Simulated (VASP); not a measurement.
Here is a VASP 6.6.1 calculation.

INCAR

```
SYSTEM = CdSiP2
PREC = Accurate
ENCUT = 500
EDIFF = 1E-6
ISMEAR = 0
SIGMA = 0.01
LREAL = .False.
LASPH = .True.
NELM = 120
ALGO = Normal
ISIF = 2
LWAVE = .False.
LCHARG = .False.
GGA = PE
NBANDS = 36
GGA_COMPAT = .False.
```

KPOINTS

```
regular mesh
0
Gamma
  6 6 6
  0 0 0
```

Contents of POSCAR:

```
CdSiP2
1.0
   -2.8468551695      2.8468551695      5.2420617856
    2.8468551695     -2.8468551695      5.2420617856
    2.8468551695      2.8468551695     -5.2420617856
Cd Si P
2 2 4
Direct
    0.7500000000      0.2500000000      0.5000000000
    0.0000000000      0.0000000000      0.0000000000
    0.5000000000      0.5000000000      0.0000000000
    0.2500000000      0.7500000000      0.5000000000
    0.8750000000      0.8288409876      0.4538409876
    0.1711590124      0.6250000000      0.0461590124
    0.3750000000      0.4211590124      0.5461590124
    0.5788409876      0.1250000000      0.9538409876
```

Potentials or basis: VASP PAW PBE potentials, release 64 (Cd, Si, P).

Launch:

```console
$ cat potpaw_PBE.64/Cd/POTCAR potpaw_PBE.64/Si/POTCAR potpaw_PBE.64/P/POTCAR > POTCAR
$ mpirun -np 1 vasp_std > vasp.out
```

Estimate the largest force.

0.020 eV/Å.

Predict the band gap on the k mesh.

1.37 eV.

Predict the pressure.

1.7 GPa.

Forces on the atoms (eV/Å):
```
Cd   0.000  0.000  0.000
Cd   0.000  0.000  0.000
Si   0.000  0.000  0.000
Si   0.000  0.000  0.000
P    0.020  0.000  0.000
P    0.000 -0.020  0.000
P   -0.020  0.000  0.000
P    0.000  0.020  0.000
```

A k mesh can miss the band edges.
